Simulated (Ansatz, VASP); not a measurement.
# MnCrSb in VASP and in Ansatz

Contents of INCAR:

```
PREC = Accurate
ENCUT = 520
EDIFF = 1E-6
ISMEAR = 0
SIGMA = 0.1
LREAL = F
LASPH = T
NELM = 150
ALGO = Normal
ISIF = 2
LWAVE = F
LCHARG = F
ISPIN = 2
MAGMOM = 4 4 3 3 0 0
LORBIT = 11
LMAXMIX = 4
GGA = PE
NBANDS = 43
```

File KPOINTS:

```
regular mesh
0
Gamma
  6 6 4
```

POSCAR

```
MnCrSb
1.0
    4.5450843437      0.0000000000      0.0000000000
   -2.2725421718      3.9361585040      0.0000000000
    0.0000000000      0.0000000000      5.5382730000
Mn Cr Sb
2 2 2
Direct
    0.0000000000      0.0000000000      0.0000000000
    0.0000000000      0.0000000000      0.5000000000
    0.6666666700      0.3333333300      0.2500000000
    0.3333333300      0.6666666700      0.7500000000
    0.6666666700      0.3333333300      0.7500000000
    0.3333333300      0.6666666700      0.2500000000
```

Input for Ansatz:

```yaml
crystal:
  lattice:
    - [4.5450843437, 0.0, 0.0]
    - [-2.2725421718, 3.936158504, 0.0]
    - [0.0, 0.0, 5.538273]
  atoms:
    - { symbol: Mn, position: [0.0, 0.0, 0.0], spin: 4.0 }
    - { symbol: Mn, position: [0.0, 0.0, 0.5], spin: 4.0 }
    - { symbol: Cr, position: [0.66666667, 0.33333333, 0.25], spin: 3.0 }
    - { symbol: Cr, position: [0.33333333, 0.66666667, 0.75], spin: 3.0 }
    - { symbol: Sb, position: [0.66666667, 0.33333333, 0.75] }
    - { symbol: Sb, position: [0.33333333, 0.66666667, 0.25] }
basis:
  ecutwfc: 420
kpoints:
  mp_grid: { grid: [6, 6, 4] }
hamiltonian:
  xc: pbe
scf:
  occupations: { method: gaussian, width: 0.1 }
output:
  forces: true
  stress: true
  eigenvalues: true
  populations: true
magnetization:
  spin_polarized: true
```

Alike in both runs: task single point; functional PBE; k mesh 6 × 6 × 4; occupations gaussian, width 0.1 eV; collinear spin.

```csv
,VASP,Ansatz
version,VASP 6.6.1,Ansatz 0.2.0
potentials or method,"VASP PAW PBE potentials, release 64 (Mn_pv, Cr_pv, Sb), cutoff 520 eV","scalar-relativistic, plane waves, PAW"
valence electrons in the cell,60,88
```

Ansatz gave:

* gap on the k mesh at the Fermi level (eV): none
* pressure (GPa): 1.5
* traceless stress, the component that is largest in VASP (GPa): -2.83
* net moment per atom (μB): 0.15
* size of the moment on the site where the two differ most (μB): 3.33

**Question.** What did VASP give for the same quantities?

**Answer.** gap on the k mesh at the Fermi level (eV): none; pressure (GPa): -1.0; traceless stress, the component that is largest in VASP (GPa): 0.07; net moment per atom (μB): 1.96; size of the moment on the site where the two differ most (μB): 3.13.

The net moments are unlike, so the other rows may belong to different states. Site moments also hang on the region over which each program counts them. A gap of «none» marks a metal or a gap that the smearing closes. VASP's potentials hold 60 valence electrons a cell and Ansatz's 88, so a difference there can come from the potentials and not from the codes. Ansatz's warnings: seeded moment not kept, stability check not made.

Spin-orbit coupling is off throughout.
